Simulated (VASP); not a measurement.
# BeZn2Te3 (P4mm) in VASP: a series of runs

BeZn2Te3 is run at these levels: PBE; tasks: single point, relaxation of cell and atoms.

Program: VASP 6.6.1. These are calculated values, not measurements. Logs are shortened: lines on timing, memory, paths and dates and some standing lists are left out, and cuts for length are marked.

## 1. The cell of the first run

The structure is tetragonal, space group P4mm (No. 99). The conventional cell has a = 4.596 Å, b = 4.596 Å, c = 8.062 Å, α = 90.00°, β = 90.00°, γ = 90.00°. Be (site symmetry 4mm) has 1 Zn at 2.23 Å and 4 Te at 2.64 Å within 3.0 Å. Zn (site symmetry 4mm) has 5 Te at 2.49 to 2.91 Å and 4 Be at 3.29 Å within 3.3 Å. Zn (site symmetry 4mm) has 1 Be at 2.23 Å within 3.0 Å. Within 3.5 Å of Te (site symmetry 2mm) lie 2 Be at 2.64 Å and 2 Zn at 2.91 Å and 4 Te at 3.25 Å. Te (site symmetry 4mm) has 1 Zn at 2.49 Å within 3.3 Å.

## 2. Single point, PBE

File INCAR:

```
ALGO = Normal ; EDIFF = 1E-7
ENCUT = 520 ; GGA = PE
ISIF = 2 ; ISMEAR = 0
LASPH = T ; LCHARG = T
LELF = T ; LREAL = F
LVHAR = T ; LWAVE = F
NBANDS = 31 ; NELM = 100
PREC = Accurate ; SIGMA = 0.1
```

File KPOINTS:

```
k-points
0
Gamma
  4 4 2
```

File POSCAR:

```
BeZn2Te3
1.0
    4.5962863759      0.0000000000      0.0000000000
    0.0000000000      4.5962863759      0.0000000000
    0.0000000000      0.0000000000      8.0618160991
Be Zn Te
1 2 3
Direct
    0.0000000000      0.0000000000      0.7306374567
    0.5000000000      0.5000000000      0.6700518398
    0.0000000000      0.0000000000      0.4536069293
    0.5000000000      0.0000000000      0.8922694340
    0.0000000000      0.5000000000      0.8922694340
    0.5000000000      0.5000000000      0.3611639462
```

Potentials or basis: VASP PAW PBE potentials, release 64 (Be, Zn, Te).

Command:

```
cat potpaw_PBE.64/Be/POTCAR potpaw_PBE.64/Zn/POTCAR potpaw_PBE.64/Te/POTCAR > POTCAR
mpirun -np 1 vasp_std > vasp.out
```

OUTCAR:

```text
EDIFF = 1E-7
   ENCUT = 520
   GGA = PE
   ISIF = 2
   ISMEAR = 0
   LASPH = T
   LREAL = F
   NELM = 100
   PREC = Accurate

 ion  position               nearest neighbor table
   1  0.000  0.000  0.731-   3 2.23   4 2.64   5 2.64   5 2.64   4 2.64
   2  0.500  0.500  0.670-   6 2.49   5 2.91   4 2.91   4 2.91   5 2.91
   3  0.000  0.000  0.454-   1 2.23   6 3.33   6 3.33   6 3.33   6 3.33
   4  0.500  0.000  0.892-   1 2.64   1 2.64   2 2.91   2 2.91   5 3.25   5 3.25   5 3.25   5 3.25

   5  0.000  0.500  0.892-   1 2.64   1 2.64   2 2.91   2 2.91   4 3.25   4 3.25   4 3.25   4 3.25

   6  0.500  0.500  0.361-   2 2.49   3 3.33   3 3.33   3 3.33   3 3.33

  LATTYP: Found a simple tetragonal cell.
 ALAT       =     4.5962863759
 C/A-ratio  =     1.7539847259

  Lattice vectors:

 A1 = (   4.5962863759,   0.0000000000,   0.0000000000)
 A2 = (   0.0000000000,   4.5962863759,   0.0000000000)
 A3 = (   0.0000000000,   0.0000000000,   8.0618160991)

Analysis of symmetry for initial positions (statically):
=====================================================================
 Subroutine PRICEL returns:
 Original cell was already a primitive cell.

 Routine SETGRP: Setting up the symmetry group for a
 simple tetragonal supercell.

 Subroutine GETGRP returns: Found  8 space group operations
 (whereof  8 operations were pure point group operations)
 out of a pool of 16 trial point group operations.

The static configuration has the point symmetry C_4v.

Analysis of symmetry for dynamics (positions and initial velocities):
=====================================================================
 Subroutine PRICEL returns:
 Original cell was already a primitive cell.

 Routine SETGRP: Setting up the symmetry group for a
 simple tetragonal supercell.

 Subroutine GETGRP returns: Found  8 space group operations
 (whereof  8 operations were pure point group operations)
 out of a pool of 16 trial point group operations.

The dynamic configuration has the point symmetry C_4v.

 Subroutine INISYM returns: Found  8 space group operations
 (whereof  8 operations are pure point group operations),
 and found     1 'primitive' translations

----------------------------------------------------------------------------------------

                                     Primitive cell

  volume of cell :     170.3127

  direct lattice vectors                    reciprocal lattice vectors
     4.596286376  0.000000000  0.000000000     0.217566948  0.000000000  0.000000000
     0.000000000  4.596286376  0.000000000     0.000000000  0.217566948  0.000000000
     0.000000000  0.000000000  8.061816099     0.000000000  0.000000000  0.124041530

  length of vectors
     4.596286376  4.596286376  8.061816099     0.217566948  0.217566948  0.124041530

  position of ions in fractional coordinates (direct lattice)
     0.000000000  0.000000000  0.730637457
     0.500000000  0.500000000  0.670051840
     0.000000000  0.000000000  0.453606929
     0.500000000  0.000000000  0.892269434
     0.000000000  0.500000000  0.892269434
     0.500000000  0.500000000  0.361163946

  ion indices of the primitive-cell ions
   primitive index   ion index
                 1           1
                 2           2
                 3           3
                 4           4
                 5           5
                 6           6

----------------------------------------------------------------------------------------

 KPOINTS: k-points

Automatic generation of k-mesh.
 Grid dimensions read from file:
 generate k-points for:    4    4    2

 Generating k-lattice:

  Cartesian coordinates                     Fractional coordinates (reciprocal lattice)
     0.054391737  0.000000000  0.000000000     0.250000000  0.000000000  0.000000000
     0.000000000  0.054391737  0.000000000     0.000000000  0.250000000  0.000000000
     0.000000000  0.000000000  0.062020765     0.000000000  0.000000000  0.500000000

  Length of vectors
     0.054391737  0.054391737  0.062020765

  Shift w.r.t. Gamma in fractional coordinates (k-lattice)
     0.000000000  0.000000000  0.000000000

 Subroutine IBZKPT returns following result:
 ===========================================

 Found     12 irreducible k-points:

 Following reciprocal coordinates:
            Coordinates               Weight
  0.000000  0.000000  0.000000      1.000000
  0.250000  0.000000  0.000000      4.000000
  0.500000  0.000000  0.000000      2.000000
  0.250000  0.250000  0.000000      4.000000
  0.500000  0.250000  0.000000      4.000000
  0.500000  0.500000  0.000000      1.000000
  0.000000  0.000000  0.500000      1.000000
  0.250000  0.000000  0.500000      4.000000
  0.500000  0.000000  0.500000      2.000000
  0.250000  0.250000  0.500000      4.000000
  0.500000  0.250000  0.500000      4.000000
  0.500000  0.500000  0.500000      1.000000
   k-points           NKPTS =     12   k-points in BZ     NKDIM =     12   number of bands    NBANDS=     31
   number of dos      NEDOS =    301   number of ions     NIONS =      6
   total plane-waves  NPLWV =  77760
   dimension x,y,z NGX =    36 NGY =   36 NGZ =   60
   dimension x,y,z NGXF=    72 NGYF=   72 NGZF=  120
   ions per type =               1   2   3
   NGX,Y,Z   is equivalent  to a cutoff of  13.02, 13.02, 12.37 a.u.
   NGXF,Y,Z  is equivalent  to a cutoff of  26.04, 26.04, 24.75 a.u.
 SYSTEM =  unknown system
   PREC   = accura    normal or accurate (medium, high low for compatibility)
   ISTART =      0    job   : 0-new  1-cont  2-samecut
   ICHARG =      2    charge: 1-file 2-atom 10-const
   ISPIN  =      1    spin polarized calculation?
   LNONCOLLINEAR =      F non collinear calculations
   LSORBIT =      F    spin-orbit coupling
   LASPH  =      T    aspherical Exc in radial PAW
   ENCUT  =  520.0 eV  38.22 Ry    6.18 a.u.   8.55  8.55 14.99*2*pi/ulx,y,z
   NELM   =    100;   NELMIN=  2; NELMDL= -5     # of ELM steps
   EDIFF  = 0.1E-06   stopping-criterion for ELM
   LREAL  =      F    real-space projection
   EDIFFG = 0.1E-05   stopping-criterion for IOM
   NSW    =      0    number of steps for IOM
   IBRION =     -1    ionic relax: 0-MD 1-quasi-New 2-CG
   NFREE  =      0    steps in history (QN), initial steepest desc. (CG)
   ISIF   =      2    stress and relaxation
   ISYM   =      2    0-nonsym 1-usesym 2-fastsym
   POTIM  = 0.5000    time-step for ionic-motion
   TEBEG  =    0.0;   TEEND  =   0.0 temperature during run
   PSTRESS=    0.0 pullay stress
   NELECT =      44.0000    total number of electrons
   NUPDOWN=      -1.0000    fix difference up-down
   EMIN   =  10.00;   EMAX   =-10.00  energy-range for DOS
   EFERMI =   0.00;   METHOD = LEGACY
   ISMEAR =     0;   SIGMA  =   0.10  broadening in eV -4-tet -1-fermi 0-gaus
   EFERMI_NEDOS =   21; number of points for ismear=-14 and -15
   IALGO  =     38    algorithm
   IMIX   =      4    mixing-type and parameters
     AMIX     =   0.40;   BMIX     =  1.00
     AMIX_MAG =   1.60;   BMIX_MAG =  1.00
  volume/ion in A,a.u.               =      28.39       191.55
  Fermi-wavevector in a.u.,A,eV,Ry     =   1.042662  1.970345 14.791481  1.087143
  Thomas-Fermi vector in A             =   2.177337
   LORBIT       =      0    0 simple, 1 ext, 2 COOP (PROOUT), +10 PAW based schemes
   GGA     = PE    functional components
   LHFCALC =     F    Hartree Fock is set to
   AEXX    =    0.0000 exact exchange contribution
   IVDW    =     0    specifies the selected vdW correction
   LEPSILON=     F    determine dielectric tensor
   LRPA    =     F    only Hartree local field effects (RPA)
 non-spin polarized calculation
 Gauss-broadening in eV      SIGMA  =   0.10
  energy-cutoff  :      520.00
  volume of cell :      170.31
 maximum number of plane-waves:      4599
 NGX is ok and might be reduce to    36
   NGX = 17   NGY = 17   NGZ = 29

 number of electron      43.9999974 magnetization

 Free energy of the ion-electron system (eV)
  ---------------------------------------------------
  ext. energy  EPLUGINS =         0.00000000
  ---------------------------------------------------
  free energy    TOTEN  =       -14.02174134 eV

  energy without entropy =      -14.00846806  energy(sigma->0) =      -14.01510470

 E-fermi :   3.3873     XC(G=0):  -8.7503

 val. band max:        3.3489300958   @ k =   0.5000   0.0000   0.0000
 cond. band min:       3.4662322577   @ k =   0.5000   0.2500   0.5000
 fundamental gap:      0.1173021619
 Fermi energy:         3.3873027239

 k-point     1 :       0.0000    0.0000    0.0000
  band No.  band energies     occupation
      1      -9.9495      2.00000
      2      -6.9349      2.00000
      3      -6.2563      2.00000
      4      -3.8300      2.00000
      5      -3.8300      2.00000
      6      -3.7435      2.00000
[... 23 lines left out ...]
     30       8.6317      0.00000
     31       9.0902      0.00000

 k-point     2 :       0.2500    0.0000    0.0000
  band No.  band energies     occupation
      1      -9.5793      2.00000
      2      -7.1016      2.00000
      3      -6.8231      2.00000
      4      -3.8137      2.00000
      5      -3.7703      2.00000
      6      -3.7151      2.00000
[... 23 lines left out ...]
     30       8.6773      0.00000
     31       9.4581      0.00000

 k-point     3 :       0.5000    0.0000    0.0000
  band No.  band energies     occupation
      1      -8.5329      2.00000
      2      -8.5268      2.00000
      3      -6.7191      2.00000
      4      -3.7955      2.00000
      5      -3.7288      2.00000
      6      -3.7003      2.00000
[... 295 lines left out ...]
     30       8.6475      0.00000
     31       9.3241      0.00000

 k-point    12 :       0.5000    0.5000    0.5000
  band No.  band energies     occupation
      1      -8.1097      2.00000
      2      -8.1097      2.00000
      3      -6.6321      2.00000
      4      -4.0058      2.00000
      5      -3.7770      2.00000
      6      -3.6724      2.00000
[... 23 lines left out ...]
     30       9.2419      0.00000
     31      11.1670      0.00000

------------------------ aborting loop because EDIFF is reached ----------------------------------------

  FORCE on cell =-STRESS in cart. coord.  units (eV):
  Direction    XX          YY          ZZ          XY          YZ          ZX
  --------------------------------------------------------------------------------------
  -------------------------------------------------------------------------------------
  Total        0.0657054      0.0657054      0.0875274      0.0000000      0.0000000      0.0000000
  in kB        0.6181081      0.6181081      0.8233934      0.0000000      0.0000000      0.0000000
  external PRESSURE =       0.6865365 kB  Pullay stress =       0.0000000 kB

 VOLUME and BASIS-vectors are now :
 -----------------------------------------------------------------------------
  energy-cutoff  :      520.00
  volume of cell :      170.31
      direct lattice vectors                 reciprocal lattice vectors
     4.596286376  0.000000000  0.000000000     0.217566948  0.000000000  0.000000000
     0.000000000  4.596286376  0.000000000     0.000000000  0.217566948  0.000000000
     0.000000000  0.000000000  8.061816099     0.000000000  0.000000000  0.124041530

 POSITION                                       TOTAL-FORCE (eV/Angst)
 -----------------------------------------------------------------------------------
      0.00000      0.00000      5.89026         0.000000      0.000000      0.021962
      2.29814      2.29814      5.40183        -0.000000      0.000000      0.014711
      0.00000      0.00000      3.65690        -0.000000      0.000000     -0.007402
      2.29814      0.00000      7.19331        -0.000000      0.000000     -0.004004
      0.00000      2.29814      7.19331        -0.000000      0.000000     -0.004004
      2.29814      2.29814      2.91164        -0.000000     -0.000000     -0.021264
 -----------------------------------------------------------------------------------
    total drift:                                0.000000      0.000000     -0.001165

  FREE ENERGIE OF THE ION-ELECTRON SYSTEM (eV)
  ---------------------------------------------------
  free  energy   TOTEN  =       -14.0217413393 eV

  energy  without entropy=      -14.0084680585  energy(sigma->0) =      -14.01510470
```

Run time: 66 s. Hardware: 1 thread of Intel Xeon Platinum 8488C (Sapphire Rapids), shared host; peak memory 0.29 GiB.

What came out:

```yaml
Free_energy: -14.0217 eV
Pressure: 0.1 GPa
Largest_force: 0.022 eV/Å
Band_gap_on_the_k_mesh: zero (band 22 reaches 4.15 eV, above the bottom of band 23 at 3.20 eV)
```

Forces in eV/Å, atoms in the order of the input:
```
Be   0.000  0.000  0.022
Zn   0.000  0.000  0.015
Zn   0.000  0.000 -0.007
Te   0.000  0.000 -0.004
Te   0.000  0.000 -0.004
Te   0.000  0.000 -0.021
```

Caveat: the k points lie up to 0.39 Å⁻¹ apart; spin-orbit coupling is left out, which moves the levels of the heavy elements.

## 3. Relaxation of cell and atoms, PBE

This run uses another cell than the first one, of 20.78 Å³/atom, 0.732 times its volume.

File INCAR:

```
PREC = Accurate ; ENCUT = 600
EDIFF = 1E-6 ; ISMEAR = 0
SIGMA = 0.1 ; LREAL = False
LASPH = True ; NELM = 60
ALGO = Normal ; ISIF = 3
LWAVE = False ; LCHARG = False
GGA = PE ; IBRION = 2
NSW = 90 ; EDIFFG = -0.04
```

File KPOINTS:

```
regular mesh
0
Gamma
  4 4 2
```

File POSCAR:

```
BeZn2Te3
1.0
    3.8871925800      0.0000000000      0.0000000000
    0.0000000000      3.8871925800      0.0000000000
    0.0000000000      0.0000000000      8.2524565000
Be Zn Te
1 2 3
Direct
    0.0000000000      0.0000000000      0.6251500200
    0.5000000000      0.5000000000      0.7286009800
    0.0000000000      0.0000000000      0.2702390000
    0.5000000000      0.0000000000      0.9985610200
    0.0000000000      0.5000000000      0.9985610200
    0.5000000000      0.5000000000      0.3788870000
```

Potentials or basis: VASP PAW PBE potentials, release 64 (Be, Zn, Te).

Command:

```
cat potpaw_PBE.64/Be/POTCAR potpaw_PBE.64/Zn/POTCAR potpaw_PBE.64/Te/POTCAR > POTCAR
mpirun -np 1 vasp_std > vasp.out
```

Wall time 24 min (1 thread of Intel Xeon Platinum 8488C (Sapphire Rapids), shared host); peak memory 0.3 GiB.

Results (log left out):

- Free energy: -14.0140 eV
- Relaxed volume: 29.16 Å³/atom
- Relaxed cell: a = 4.601 Å, b = 4.601 Å, c = 8.267 Å, α = 90.00°, β = 90.00°, γ = 90.00°
- Space group after relaxing (to 0.05 Å): P4mm (No. 99)
- Energy gained by relaxing: 600.9 meV/atom
- Ionic steps: 61
- Pressure after relaxing: 0.0 GPa
- Largest force after relaxing: 0.037 eV/Å
- Band gap on the k mesh: zero (band 22 reaches 4.05 eV, above the bottom of band 23 at 2.98 eV)

Forces in eV/Å, atoms in the order of the input:
```
Be   0.000  0.000 -0.015
Zn   0.000  0.000 -0.008
Zn   0.000  0.000  0.026
Te   0.000  0.000  0.017
Te   0.000  0.000  0.017
Te   0.000  0.000 -0.037
```

Stress tensor (GPa, compression positive):
```
 0.02  0.00  0.00
 0.00  0.02  0.00
 0.00  0.00 -0.08
```

The path:
```tsv
step	energy change (eV)	largest force (eV/Å)	pressure (GPa)	volume (Å³)
1	0.0000	1.8171	15.09	124.70
3	-1.4585	0.9983	-0.91	154.58
5	-1.6879	0.7960	1.02	148.27
7	-1.7019	0.5557	0.54	149.34
9	-1.8124	0.2176	-0.78	155.32
11	-1.8222	0.3328	0.85	150.93
13	-1.8399	0.2579	0.18	152.56
15	-1.9442	0.4077	0.63	149.61
17	-2.2206	2.7763	7.67	136.59
19	-2.5196	2.0814	4.65	139.72
21	-2.5214	2.0665	4.48	140.00
23	-2.5270	2.0628	4.54	139.93
25	-2.5385	2.0748	4.80	139.69
27	-2.5639	2.0655	4.65	140.01
29	-2.6718	2.0232	3.95	141.49
31	-3.0006	1.8442	1.57	147.47
33	-3.2477	1.0337	-2.96	172.86
35	-3.3682	0.9694	-1.62	164.32
37	-3.4455	0.7147	-0.20	161.34
39	-3.5079	0.3199	0.84	158.67
41	-3.5497	0.3225	-0.36	166.10
43	-3.5591	0.0588	0.15	165.70
45	-3.5702	0.1641	0.38	167.13
47	-3.5766	0.1354	-0.34	171.59
49	-3.5824	0.1941	-0.27	173.40
51	-3.5969	0.1211	0.32	172.83
53	-3.6015	0.1615	0.22	174.08
55	-3.6039	0.1018	-0.04	175.44
57	-3.6042	0.0529	-0.08	175.74
59	-3.6052	0.0540	0.00	175.17
61	-3.6056	0.0366	-0.02	174.97
```

Final structure:
```
CELL_PARAMETERS angstrom
4.60055 0.00000 0.00000
0.00000 4.60055 0.00000
0.00000 0.00000 8.26694
ATOMIC_POSITIONS crystal
Be 0.00000 0.00000 0.72942
Zn 0.50000 0.50000 0.67068
Zn 0.00000 0.00000 0.45840
Te 0.50000 0.00000 0.88604
Te 0.00000 0.50000 0.88604
Te 0.50000 0.50000 0.36940
```

Levels at points of the mesh, in eV from the Fermi level:
| k point | band 20 | band 21 | band 22 | band 23 | band 24 | band 25 |
| --- | --- | --- | --- | --- | --- | --- |
| (0.00, 0.00, 0.00) | -0.67 | -0.51 | -0.45 | 0.52 | 0.52 | 1.83 |
| (0.50, 0.00, 0.00) | -2.49 | -1.35 | -0.04 | 0.27 | 2.59 | 2.98 |
| (0.50, 0.50, 0.00) | -1.88 | -1.88 | 0.82 | 1.92 | 2.24 | 2.51 |
| (0.00, 0.00, 0.50) | -0.74 | -0.52 | -0.29 | 0.52 | 0.52 | 1.94 |
| (0.50, 0.00, 0.50) | -2.19 | -1.97 | -0.20 | -0.11 | 2.71 | 2.93 |
| (0.50, 0.50, 0.50) | -1.48 | -1.48 | 0.89 | 1.27 | 2.24 | 2.51 |

Caveat: the k points lie up to 0.38 Å⁻¹ apart in the final cell; the volume moved by over 15 % at a fixed basis, so the end points are rough; spin-orbit coupling is left out, which moves the levels of the heavy elements.
